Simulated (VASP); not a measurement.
Here is a VASP 6.6.1 calculation.

Contents of POSCAR:

```
KTaO3
1.0
    4.0218114712      0.0000000000      0.0000000000
    0.0000000000      4.0218114712      0.0000000000
    0.0000000000      0.0000000000      4.0255057640
K Ta O
1 1 3
Direct
    0.0000000000      0.0000000000      0.0000000000
    0.5000000000      0.5000000000      0.5000000000
    0.5000000000      0.5000000000      0.0000000000
    0.5000000000      0.0000000000      0.5000000000
    0.0000000000      0.5000000000      0.5000000000
```

The input INCAR.step1:

```
SYSTEM = KTaO3
ALGO = Normal
EDIFF = 1E-5
ENCUT = 660
GGA = PE
GGA_COMPAT = .FALSE.
ISMEAR = 0
LASPH = .TRUE.
LCHARG = .FALSE.
LREAL = .FALSE.
LWAVE = .TRUE.
NBANDS = 27
NELM = 120
PREC = Accurate
SIGMA = 0.02
```

The input INCAR.step2:

```
SYSTEM = KTaO3
ALGO = Normal
EDIFF = 1E-6
ENCUT = 660
GGA_COMPAT = .FALSE.
ISIF = 2
ISMEAR = 0
ISTART = 1
LASPH = .TRUE.
LCHARG = .FALSE.
LMIXTAU = .TRUE.
LREAL = .FALSE.
LWAVE = .FALSE.
METAGGA = R2SCAN
NBANDS = 27
NELM = 120
PREC = Accurate
SIGMA = 0.02
```

Contents of KPOINTS:

```
k-points
0
G
  8 8 8
  0 0 0
```

Potentials or basis: VASP PAW PBE potentials, release 64 (K_sv, Ta_pv, O).

The run is started by

```console
$ cat potpaw_PBE.64/K_sv/POTCAR potpaw_PBE.64/Ta_pv/POTCAR potpaw_PBE.64/O/POTCAR > POTCAR
$ cp INCAR.step1 INCAR
$ mpirun -np 1 vasp_std > vasp.out
$ cp INCAR.step2 INCAR
$ mpirun -np 1 vasp_std > vasp.out
```

Problem. What does it give for the band gap on the k mesh?

Solution. 2.53 eV (least direct gap 3.19 eV).

Problem. Estimate the pressure.

Solution. -4.3 GPa.

Stress tensor (GPa, compression positive):
```
-4.18  0.00  0.00
 0.00 -4.18  0.00
 0.00  0.00 -4.50
```

Caveat: the cell stands under tension; the PAW data sets were made with another functional, which shifts forces and pressure a little; spin-orbit coupling is left out, which moves the levels of the heavy elements. A k mesh can miss the band edges.
